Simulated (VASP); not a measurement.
Wanted: the native input for a VASP 6.6.1 run.

```
Task                   : single point
Functional             : RPBE
Potentials or basis    : VASP PAW PBE potentials, release 64 (Yb)
Cutoff                 : 520 eV
k mesh                 : 11 × 11 × 6
Occupations            : fermi-dirac, width 0.1 eV
Spin                   : no spin polarisation
Dipole correction      : no
Further INCAR settings : ALGO = Normal; EDIFF = 1e-06; NBANDS = 31
```

The structure of Yb lies in POSCAR:

```
Yb
1.0
    3.6870669235      0.0000000000      0.0000000000
   -1.8435334617      3.1930936212      0.0000000000
    0.0000000000      0.0000000000      6.0691947572
Yb
2
Direct
    0.3333333333      0.6666666667      0.2500000000
    0.6666666667      0.3333333333      0.7500000000
```

This isn't the form of Yb at room conditions, which is fcc.

These files were run (other wordings do the same):

INCAR

```
SYSTEM = Yb
PREC = Accurate ; ENCUT = 520
EDIFF = 1E-6 ; ISMEAR = -1
SIGMA = 0.1 ; LREAL = .False.
LASPH = .True. ; NELM = 60
ALGO = Normal ; ISIF = 2
LWAVE = .False. ; LCHARG = .False.
GGA = RP ; NBANDS = 31
```

KPOINTS

```
Automatic mesh
0
Gamma
  11 11 6
  0 0 0
```

Potentials or basis: VASP PAW PBE potentials, release 64 (Yb).

The run is started by

```bash
$ cat potpaw_PBE.64/Yb/POTCAR > POTCAR
$ mpirun -np 1 vasp_std > vasp.out
```

It gave:

| Quantity | Value |
| --- | --- |
| Pressure | 0.3 GPa |
| Band gap on the k mesh | zero (bands 24 and 25 overlap by 0.17 eV) |

Caveat: the PAW data sets were made with another functional, which shifts forces and pressure a little; spin-orbit coupling is left out, which moves the levels of the heavy elements.

Wall time 3.4 min on 1 thread of Intel(R) Xeon(R) 6975P-C (Granite Rapids), with other jobs on the host, peak memory 0.27 GiB.
